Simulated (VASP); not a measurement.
Input of a VASP 6.6.1 run:

INCAR

```
ALGO = Normal ; EDIFF = 1E-6
ENCUT = 500 ; GGA_COMPAT = False
ISIF = 2 ; ISMEAR = 0
LASPH = True ; LCHARG = True
LELF = True ; LREAL = False
LVHAR = True ; LWAVE = False
NBANDS = 22 ; NELM = 120
PREC = Accurate ; SIGMA = 0.05
```

File KPOINTS:

```
k-points
0
Gamma
  6 6 6
```

Contents of POSCAR:

```
Sb
1.0
    2.1459927757      1.2389895067      3.6987703436
   -2.1459927757      1.2389895067      3.6987703436
    0.0000000000     -2.4779790134      3.6987703436
Sb
2
Direct
    0.2339707373      0.2339707373      0.2339707373
    0.7660292627      0.7660292627      0.7660292627
```

Potentials or basis: VASP PAW LDA potentials, release 64 (Sb_d_GW).

The run is started by

```bash
$ cat potpaw_LDA.64/Sb_d_GW/POTCAR > POTCAR
$ mpirun -np 1 vasp_std > vasp.out
```

**Question.** What does it give for the largest force?

**Answer.** 0.012 eV/Å.

**Question.** Predict the band gap on the k mesh.

**Answer.** Zero (bands 15 and 16 overlap by 0.28 eV).

**Question.** Predict the pressure.

**Answer.** -0.1 GPa.

Forces on the atoms (eV/Å):
```
Sb   0.000  0.000  0.012
Sb   0.000  0.000 -0.012
```

Caveat: spin-orbit coupling is left out, which moves the levels of the heavy elements.
